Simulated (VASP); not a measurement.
# Ba (Pm-3m) in VASP: notebook

The runs below take Ba through single point, with PBE.

All numbers are computed with VASP 6.6.1; they aren't measurements. Logs are shortened: lines on timing, memory, paths and dates and some standing lists are left out, and cuts for length are marked.

### Step 1. The cell of the first run

The structure is cubic, space group Pm-3m (No. 221). Conventional cell: a = 2.780 Å, b = 2.780 Å, c = 2.780 Å, α = 90.00°, β = 90.00°, γ = 90.00°. Ba (site symmetry m-3m) has 6 Ba at 2.78 Å within 3.7 Å.

This isn't the form of Ba at room conditions, which is bcc.

### Step 2. Single point, PBE

INCAR reads:

```
SYSTEM = Ba
  ALGO = Normal
  EDIFF = 1E-7
  ENCUT = 520
  GGA = PE
  ISIF = 2
  ISMEAR = -1
  LASPH = .TRUE.
  LCHARG = .TRUE.
  LELF = .TRUE.
  LREAL = .FALSE.
  LVHAR = .TRUE.
  LWAVE = .FALSE.
  NBANDS = 11
  NELM = 100
  PREC = Accurate
  SIGMA = 0.1
```

KPOINTS reads:

```
k-points
0
G
  10 10 10
  0 0 0
```

POSCAR reads:

```
Ba
1.0
    2.7798228043      0.0000000000      0.0000000000
    0.0000000000      2.7798228043      0.0000000000
    0.0000000000      0.0000000000      2.7798228043
Ba
1
Direct
    0.0000000000      0.0000000000      0.0000000000
```

Potentials or basis: VASP PAW PBE potentials, release 64 (Ba_sv).

Started as:

```bash
> cat potpaw_PBE.64/Ba_sv/POTCAR > POTCAR
> mpirun -np 1 vasp_std > vasp.out
```

OUTCAR:

```text
SYSTEM = Ba
   EDIFF = 1E-7
   ENCUT = 520
   GGA = PE
   ISIF = 2
   ISMEAR = -1
   LASPH = .TRUE.
   LREAL = .FALSE.
   NELM = 100
   PREC = Accurate

 ion  position               nearest neighbor table
   1  0.000  0.000  0.000-

  LATTYP: Found a simple cubic cell.
 ALAT       =     2.7798228043

  Lattice vectors:

 A1 = (   2.7798228043,   0.0000000000,   0.0000000000)
 A2 = (   0.0000000000,   2.7798228043,   0.0000000000)
 A3 = (   0.0000000000,   0.0000000000,   2.7798228043)

Analysis of symmetry for initial positions (statically):
=====================================================================
 Subroutine PRICEL returns:
 Original cell was already a primitive cell.

 Routine SETGRP: Setting up the symmetry group for a
 simple cubic supercell.

 Subroutine GETGRP returns: Found 48 space group operations
 (whereof 48 operations were pure point group operations)
 out of a pool of 48 trial point group operations.

The static configuration has the point symmetry O_h .

Analysis of symmetry for dynamics (positions and initial velocities):
=====================================================================
 Subroutine PRICEL returns:
 Original cell was already a primitive cell.

 Routine SETGRP: Setting up the symmetry group for a
 simple cubic supercell.

 Subroutine GETGRP returns: Found 48 space group operations
 (whereof 48 operations were pure point group operations)
 out of a pool of 48 trial point group operations.

The dynamic configuration has the point symmetry O_h .

 Subroutine INISYM returns: Found 48 space group operations
 (whereof 48 operations are pure point group operations),
 and found     1 'primitive' translations

----------------------------------------------------------------------------------------

                                     Primitive cell

  volume of cell :      21.4808

  direct lattice vectors                    reciprocal lattice vectors
     2.779822804  0.000000000  0.000000000     0.359735160  0.000000000  0.000000000
     0.000000000  2.779822804  0.000000000     0.000000000  0.359735160  0.000000000
     0.000000000  0.000000000  2.779822804     0.000000000  0.000000000  0.359735160

  length of vectors
[... 81 lines left out ...]
   LREAL  =      F    real-space projection
   EDIFFG = 0.1E-05   stopping-criterion for IOM
   NSW    =      0    number of steps for IOM
   IBRION =     -1    ionic relax: 0-MD 1-quasi-New 2-CG
   NFREE  =      0    steps in history (QN), initial steepest desc. (CG)
   ISIF   =      2    stress and relaxation
   ISYM   =      2    0-nonsym 1-usesym 2-fastsym
   POTIM  = 0.5000    time-step for ionic-motion
   TEBEG  =    0.0;   TEEND  =   0.0 temperature during run
   PSTRESS=    0.0 pullay stress
   NELECT =      10.0000    total number of electrons
   NUPDOWN=      -1.0000    fix difference up-down
   EMIN   =  10.00;   EMAX   =-10.00  energy-range for DOS
   EFERMI =   0.00;   METHOD = LEGACY
   ISMEAR =    -1;   SIGMA  =   0.10  broadening in eV -4-tet -1-fermi 0-gaus
   EFERMI_NEDOS =   21; number of points for ismear=-14 and -15
   IALGO  =     38    algorithm
   IMIX   =      4    mixing-type and parameters
     AMIX     =   0.40;   BMIX     =  1.00
     AMIX_MAG =   1.60;   BMIX_MAG =  1.00
  volume/ion in A,a.u.               =      21.48       144.96
  Fermi-wavevector in a.u.,A,eV,Ry     =   1.268794  2.397673 21.903172  1.609838
  Thomas-Fermi vector in A             =   2.401870
   LORBIT       =      0    0 simple, 1 ext, 2 COOP (PROOUT), +10 PAW based schemes
   GGA     = PE    functional components
   LHFCALC =     F    Hartree Fock is set to
   AEXX    =    0.0000 exact exchange contribution
   IVDW    =     0    specifies the selected vdW correction
   LEPSILON=     F    determine dielectric tensor
   LRPA    =     F    only Hartree local field effects (RPA)
 non-spin polarized calculation
  energy-cutoff  :      520.00
  volume of cell :       21.48
 maximum number of plane-waves:       588
 NGX is ok and might be reduce to    24
   NGX = 11   NGY = 11   NGZ = 11

 number of electron      10.0000000 magnetization

 Free energy of the ion-electron system (eV)
  ---------------------------------------------------
  ext. energy  EPLUGINS =         0.00000000
  ---------------------------------------------------
  free energy    TOTEN  =         1.61803930 eV

  energy without entropy =        1.63131118  energy(sigma->0) =        1.62467524

 E-fermi :   7.8770     XC(G=0): -11.7315

 val. band max:        7.6744936580   @ k =   0.1000   0.1000   0.1000
 cond. band min:       7.9350746001   @ k =   0.3000   0.2000   0.0000
 fundamental gap:      0.2605809421
 Fermi energy:         7.8769751729

 k-point     1 :       0.0000    0.0000    0.0000
  band No.  band energies     occupation
      1     -23.3283      2.00000
      2      -3.5844      2.00000
      3      -3.5844      2.00000
      4      -3.5844      2.00000
      5       5.8296      2.00000
      6       5.8296      2.00000
      7       7.1364      1.99878
      8      20.7760      0.00000
      9      20.7760      0.00000
     10      20.7760      0.00000
     11      24.5018      0.00000
[... 309 lines left out ...]
 k-point    24 :       0.3000    0.1000    0.1000
  band No.  band energies     occupation
      1     -22.1516      2.00000
      2      -8.6756      2.00000
      3      -3.9110      2.00000
      4      -3.8124      2.00000
      5       8.5265      0.00302
      6       9.2354      0.00000
      7      11.7788      0.00000
      8      12.7272      0.00000
      9      16.1608      0.00000
     10      18.3134      0.00000
     11      21.5062      0.00000

 [... further k-points ...]

------------------------ aborting loop because EDIFF is reached ----------------------------------------

  FORCE on cell =-STRESS in cart. coord.  units (eV):
  Direction    XX          YY          ZZ          XY          YZ          ZX
  --------------------------------------------------------------------------------------
  -------------------------------------------------------------------------------------
  Total       10.0070869     10.0070869     10.0070869      0.0000000      0.0000000     -0.0000000
  in kB      746.3918922    746.3918922    746.3918922      0.0000000      0.0000000     -0.0000000
  external PRESSURE =     746.3918922 kB  Pullay stress =       0.0000000 kB

 VOLUME and BASIS-vectors are now :
 -----------------------------------------------------------------------------
  energy-cutoff  :      520.00
  volume of cell :       21.48
      direct lattice vectors                 reciprocal lattice vectors
     2.779822804  0.000000000  0.000000000     0.359735160  0.000000000  0.000000000
     0.000000000  2.779822804  0.000000000     0.000000000  0.359735160  0.000000000
     0.000000000  0.000000000  2.779822804     0.000000000  0.000000000  0.359735160

 POSITION                                       TOTAL-FORCE (eV/Angst)
 -----------------------------------------------------------------------------------
      0.00000      0.00000      0.00000         0.000000      0.000000      0.000000
 -----------------------------------------------------------------------------------
    total drift:                                0.000000      0.000000      0.000000

  FREE ENERGIE OF THE ION-ELECTRON SYSTEM (eV)
  ---------------------------------------------------
  free  energy   TOTEN  =         1.6180392965 eV

  energy  without entropy=        1.6313111796  energy(sigma->0) =        1.62467524
```

stdout:

```text
POSCAR found type information on POSCAR Ba
 POSCAR found :  1 types and       1 ions
 scaLAPACK will be used
 LDA part: xc-table for (Slater+PW92), standard interpolation
 POSCAR, INCAR and KPOINTS ok, starting setup
 FFT: planning ... GRIDC
 FFT: planning ... GRID_SOFT
 FFT: planning ... GRID
 WAVECAR not read
 entering main loop
```

Wall time 6.1 s (1 thread of AMD EPYC 9R45 (Zen 5), shared host); peak memory 0.11 GiB.

What came out:

* Free energy: 1.6180 eV
* Pressure: 74.6 GPa
* Band gap on the k mesh: zero (bands 5 and 6 overlap by 4.50 eV)

Levels at points of the mesh, in eV from the Fermi level:
| k point | band 1 | band 2 | band 3 | band 4 | band 5 | band 6 | band 7 | band 8 | band 9 | band 10 |
| --- | --- | --- | --- | --- | --- | --- | --- | --- | --- | --- |
| (0.00, 0.00, 0.00) | -31.21 | -11.46 | -11.46 | -11.46 | -2.05 | -2.05 | -0.74 | 12.90 | 12.90 | 12.90 |
| (0.50, 0.00, 0.00) | -29.64 | -18.77 | -10.39 | -10.39 | -0.29 | 2.27 | 4.54 | 4.54 | 4.63 | 9.55 |
| (0.50, 0.50, 0.00) | -28.07 | -17.36 | -17.36 | -9.38 | -5.41 | 3.17 | 6.40 | 6.40 | 9.64 | 9.64 |
| (0.50, 0.50, 0.50) | -26.47 | -16.10 | -16.10 | -16.10 | -2.91 | -2.91 | -2.91 | 3.42 | 19.81 | 19.81 |

Caveat: the cell stands under pressure; spin-orbit coupling is left out, which moves the levels of the heavy elements.

### Step 3. Single point, PBE

This run uses another cell than the first one, of 23.61 Å³/atom.

INCAR reads:

```
ALGO     = Normal         # electronic algorithm
EDIFF    = 1E-7           # SCF threshold, eV
ENCUT    = 520            # plane-wave cutoff, eV
GGA      = PE             # functional
ISIF     = 2              # what is computed and relaxed
ISMEAR   = -1             # smearing method
LASPH    = T              # aspherical terms in the spheres
LCHARG   = F              # write CHGCAR
LREAL    = F              # projectors in reciprocal space
LWAVE    = F              # write WAVECAR
NBANDS   = 11             # bands
NELM     = 100            # most SCF steps
PREC     = Accurate       # precision mode
SIGMA    = 0.1            # smearing width, eV
```

KPOINTS reads:

```
k-points
0
Gamma
  10 10 10
```

POSCAR reads:

```
Ba
1.0
    2.8685869975      0.0000000000      0.0000000000
    0.0000000000      2.8685869975      0.0000000000
    0.0000000000      0.0000000000      2.8685869975
Ba
1
Direct
    0.0000000000      0.0000000000      0.0000000000
```

Potentials or basis: VASP PAW PBE potentials, release 64 (Ba_sv).

Started as:

```bash
> cat potpaw_PBE.64/Ba_sv/POTCAR > POTCAR
> mpirun -np 1 vasp_std > vasp.out
```

OUTCAR:

```text
EDIFF = 1E-7
   ENCUT = 520
   GGA = PE
   ISIF = 2
   ISMEAR = -1
   LASPH = T
   LREAL = F
   NELM = 100
   PREC = Accurate

 ion  position               nearest neighbor table
   1  0.000  0.000  0.000-

  LATTYP: Found a simple cubic cell.
 ALAT       =     2.8685869975

  Lattice vectors:

 A1 = (   2.8685869975,   0.0000000000,   0.0000000000)
 A2 = (   0.0000000000,   2.8685869975,   0.0000000000)
 A3 = (   0.0000000000,   0.0000000000,   2.8685869975)

[... 513 lines left out ...]
     11      19.7750      0.00000

 [... further k-points ...]

------------------------ aborting loop because EDIFF is reached ----------------------------------------

  FORCE on cell =-STRESS in cart. coord.  units (eV):
  Direction    XX          YY          ZZ          XY          YZ          ZX
  --------------------------------------------------------------------------------------
  -------------------------------------------------------------------------------------
  Total        7.3864552      7.3864552      7.3864552     -0.0000000     -0.0000000      0.0000000
  in kB      501.3517956    501.3517956    501.3517956     -0.0000000     -0.0000000      0.0000000
  external PRESSURE =     501.3517956 kB  Pullay stress =       0.0000000 kB

 VOLUME and BASIS-vectors are now :
 -----------------------------------------------------------------------------
  energy-cutoff  :      520.00
  volume of cell :       23.61
      direct lattice vectors                 reciprocal lattice vectors
     2.868586998  0.000000000  0.000000000     0.348603686  0.000000000  0.000000000
     0.000000000  2.868586998  0.000000000     0.000000000  0.348603686  0.000000000
     0.000000000  0.000000000  2.868586998     0.000000000  0.000000000  0.348603686

 POSITION                                       TOTAL-FORCE (eV/Angst)
 -----------------------------------------------------------------------------------
      0.00000      0.00000      0.00000         0.000000      0.000000      0.000000
 -----------------------------------------------------------------------------------
    total drift:                               -0.000000      0.000000      0.000000

  FREE ENERGIE OF THE ION-ELECTRON SYSTEM (eV)
  ---------------------------------------------------
  free  energy   TOTEN  =         0.8049216697 eV

  energy  without entropy=        0.8269338283  energy(sigma->0) =        0.81592775
```

stdout:

```text
POSCAR found type information on POSCAR Ba
 POSCAR found :  1 types and       1 ions
 scaLAPACK will be used
 LDA part: xc-table for (Slater+PW92), standard interpolation
 POSCAR, INCAR and KPOINTS ok, starting setup
 FFT: planning ... GRIDC
 FFT: planning ... GRID_SOFT
 FFT: planning ... GRID
 WAVECAR not read
 entering main loop
```

Run time: 5.9 s. Hardware: 1 thread of AMD EPYC 9R45 (Zen 5), shared host; peak memory 0.11 GiB.

Results:

```
Free energy            : 0.8049 eV
Pressure               : 50.1 GPa
Band gap on the k mesh : zero (bands 5 and 6 overlap by 3.71 eV)
```

Caveat: the cell stands under pressure; spin-orbit coupling is left out, which moves the levels of the heavy elements.

### Step 4. Single point, PBE

This run uses another cell than the first one, of 28.18 Å³/atom.

INCAR reads:

```
  PREC = Accurate
  ENCUT = 520
  EDIFF = 1E-6
  ISMEAR = -1
  SIGMA = 0.1
  LREAL = F
  LASPH = T
  NELM = 100
  ALGO = Normal
  ISIF = 2
  LWAVE = F
  LCHARG = T
  GGA = PE
  LELF = T
  LVHAR = T
  NBANDS = 11
```

KPOINTS reads:

```
Automatic mesh
0
Gamma
  10 10 10
```

POSCAR reads:

```
Ba
1.0
    3.0429728607      0.0000000000      0.0000000000
    0.0000000000      3.0429728607      0.0000000000
    0.0000000000      0.0000000000      3.0429728607
Ba
1
Direct
    0.0000000000      0.0000000000      0.0000000000
```

Potentials or basis: VASP PAW PBE potentials, release 64 (Ba_sv).

Started as:

```bash
> cat potpaw_PBE.64/Ba_sv/POTCAR > POTCAR
> mpirun -np 1 vasp_std > vasp.out
```

OUTCAR:

```text
PREC = Accurate
   ENCUT = 520
   EDIFF = 1E-6
   ISMEAR = -1
   LREAL = F
   LASPH = T
   NELM = 100
   ISIF = 2
   GGA = PE

 ion  position               nearest neighbor table
   1  0.000  0.000  0.000-

  LATTYP: Found a simple cubic cell.
 ALAT       =     3.0429728607

  Lattice vectors:

 A1 = (   3.0429728607,   0.0000000000,   0.0000000000)
 A2 = (   0.0000000000,   3.0429728607,   0.0000000000)
 A3 = (   0.0000000000,   0.0000000000,   3.0429728607)

[... 514 lines left out ...]
     10      14.0788      0.00000
     11      16.8625      0.00000

 [... further k-points ...]

------------------------ aborting loop because EDIFF is reached ----------------------------------------

  FORCE on cell =-STRESS in cart. coord.  units (eV):
  Direction    XX          YY          ZZ          XY          YZ          ZX
  --------------------------------------------------------------------------------------
  -------------------------------------------------------------------------------------
  Total        4.4109154      4.4109154      4.4109154     -0.0000000     -0.0000000      0.0000000
  in kB      250.8101327    250.8101327    250.8101327     -0.0000000     -0.0000000      0.0000000
  external PRESSURE =     250.8101327 kB  Pullay stress =       0.0000000 kB

 VOLUME and BASIS-vectors are now :
 -----------------------------------------------------------------------------
  energy-cutoff  :      520.00
  volume of cell :       28.18
      direct lattice vectors                 reciprocal lattice vectors
     3.042972861  0.000000000  0.000000000     0.328626000  0.000000000  0.000000000
     0.000000000  3.042972861  0.000000000     0.000000000  0.328626000  0.000000000
     0.000000000  0.000000000  3.042972861     0.000000000  0.000000000  0.328626000

 POSITION                                       TOTAL-FORCE (eV/Angst)
 -----------------------------------------------------------------------------------
      0.00000      0.00000      0.00000         0.000000      0.000000      0.000000
 -----------------------------------------------------------------------------------
    total drift:                                0.000000     -0.000000      0.000000

  FREE ENERGIE OF THE ION-ELECTRON SYSTEM (eV)
  ---------------------------------------------------
  free  energy   TOTEN  =        -0.2131409811 eV

  energy  without entropy=       -0.1707093132  energy(sigma->0) =       -0.19192515
```

stdout:

```text
POSCAR found type information on POSCAR Ba
 POSCAR found :  1 types and       1 ions
 scaLAPACK will be used
 LDA part: xc-table for (Slater+PW92), standard interpolation
 POSCAR, INCAR and KPOINTS ok, starting setup
 FFT: planning ... GRIDC
 FFT: planning ... GRID_SOFT
 FFT: planning ... GRID
 WAVECAR not read
 entering main loop
```

It took 5.3 s on 1 thread of AMD EPYC 9R45 (Zen 5), shared host; peak memory 0.12 GiB.

What came out:

- Free energy: -0.2131 eV
- Pressure: 25.1 GPa
- Band gap on the k mesh: zero (bands 5 and 6 overlap by 2.84 eV)

Levels at points of the mesh, in eV from the Fermi level:
```
           k point  band 3  band 4  band 5  band 6  band 7  band 8
(0.00, 0.00, 0.00)  -12.20  -12.20   -1.80   -1.17   -1.17   10.09
(0.50, 0.00, 0.00)  -11.63  -11.63    0.14    0.87    3.44    4.09
(0.50, 0.50, 0.00)  -15.87  -11.11   -3.63    2.09    5.42    5.42
(0.50, 0.50, 0.50)  -15.13  -15.13   -1.68   -1.68   -1.68    3.95
```

Caveat: the cell stands under pressure; spin-orbit coupling is left out, which moves the levels of the heavy elements.

### Step 5. Summary

```tsv
cell	gap on the mesh (eV)	pressure (GPa)
a = 2.780 Å, 1 atom	none	74.6
a = 2.869 Å, 1 atom	none	50.1
a = 3.043 Å, 1 atom	none	25.1
```

Alike in all rows: task single point; level PBE; potentials or basis VASP PAW PBE potentials, release 64 (Ba_sv); no spin polarisation; k mesh 10 × 10 × 10; cutoff (eV) 520; smearing fermi-dirac 0.1 eV.

Caveats: the cell stands under pressure; spin-orbit coupling is left out, which moves the levels of the heavy elements.

Absolute energies hang on the potentials; compare differences alone.

The gap in the log of VASP goes by the Fermi energy; the results here count the filled bands.